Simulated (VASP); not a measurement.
Runs of VASP 6.6.1 on SiAs5. The structure is that of space group P-43m (No. 215), or close to it. The cells are those of the table. 

| task | cell | k mesh | cutoff (eV) | gap on the mesh (eV) | pressure (GPa) | relaxed volume (Å³/atom) | largest force (eV/Å) |
| --- | --- | --- | --- | --- | --- | --- | --- |
| single point | a = 5.531 Å, 6 atoms | 4 × 4 × 4 | 520 | none | 0.2 | - | 0.03 |
| relaxation of cell and atoms | relaxed from a = 5.416 Å, 6 atoms | 4 × 4 × 4 | 600 | none | 0.1 | 28.23 | 0.03 |
| single point | a = 5.539 Å, 6 atoms | 8 × 8 × 8 | 520 | none | 0.2 | - | - |
| relaxation of cell and atoms | relaxed from a = 5.531 Å, 6 atoms | 8 × 8 × 8 | 600 | none | 0.0 | 28.45 | 0.01 |
| single point | a = 5.416 Å, 6 atoms | 4 × 4 × 4 | 520 | none | 6.6 | - | (a) |

Alike in all rows: level PBE; potentials or basis VASP PAW PBE potentials, release 64 (Si, As); no spin polarisation; smearing gaussian 0.1 eV.

Question: Estimate the missing entries.

Answer: (a) 2.88.

Caveats: forces of over 1 eV/Å act on the atoms, so gaps and moduli don't describe the material at rest (some runs).

A k mesh can miss the band edges, and the runs leave out spin-orbit coupling on As.

A gap of «none» marks levels without a gap at the run's occupations.
